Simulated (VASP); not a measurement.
Crystal: Re.

```xyz
2
Lattice="-2.4064 2.4064 1.3127 2.4064 -2.4064 1.3127 2.4064 2.4064 -1.3127" Properties=species:S:1:pos:R:3 pbc="T T T"
Re    0.0000    0.0000    0.0000
Re    0.0000    2.4064    0.6564
```

| Quantity | Value |
| --- | --- |
| Program | VASP 6.6.1 |
| Task | relaxation of cell and atoms |
| Functional | PBEsol |
| Potentials or basis | VASP PAW PBE potentials, release 64 (Re) |
| Cutoff | 600 eV |
| k mesh | 8 × 8 × 8 |
| Occupations | gaussian, width 0.1 eV |
| Spin | no spin polarisation |

At the start: pressure 17.8 GPa; volume 15.20 Å³/atom.

**Question.** How do energy, volume and symmetry change on relaxing?

**Answer.** Over 6 steps the energy falls by 68.4 meV/atom and the volume is 15.98 Å³/atom (+5.1 %); space group I4_1/amd (No. 141, to 0.1 Å) before and after.

Step by step:
| step | energy change (eV) | largest force (eV/Å) | pressure (GPa) | volume (Å³) |
| --- | --- | --- | --- | --- |
| 1 | 0.0000 | 0.0000 | 17.82 | 30.41 |
| 2 | 0.7709 | 0.0000 | -37.62 | 38.39 |
| 3 | -0.1169 | 0.0000 | -3.83 | 32.36 |
| 4 | -0.1179 | 0.0000 | -2.40 | 32.21 |
| 5 | -0.1253 | 0.0000 | 2.49 | 31.76 |
| 6 | -0.1367 | 0.0000 | 0.09 | 31.96 |

Final structure:
```cif
data_structure
_symmetry_space_group_name_H-M 'P 1'
_symmetry_Int_Tables_number 1
_cell_length_a 3.7446
_cell_length_b 3.7446
_cell_length_c 3.7446
_cell_angle_alpha 96.859
_cell_angle_beta 96.859
_cell_angle_gamma 139.565
_cell_volume 31.96
loop_
_atom_site_label
_atom_site_type_symbol
_atom_site_fract_x
_atom_site_fract_y
_atom_site_fract_z
_atom_site_occupancy
Re1 Re 0.00000 0.00000 0.00000 1
Re2 Re 0.75000 0.25000 0.50000 1
```

Caveat: the PAW data sets were made with another functional, which shifts forces and pressure a little.
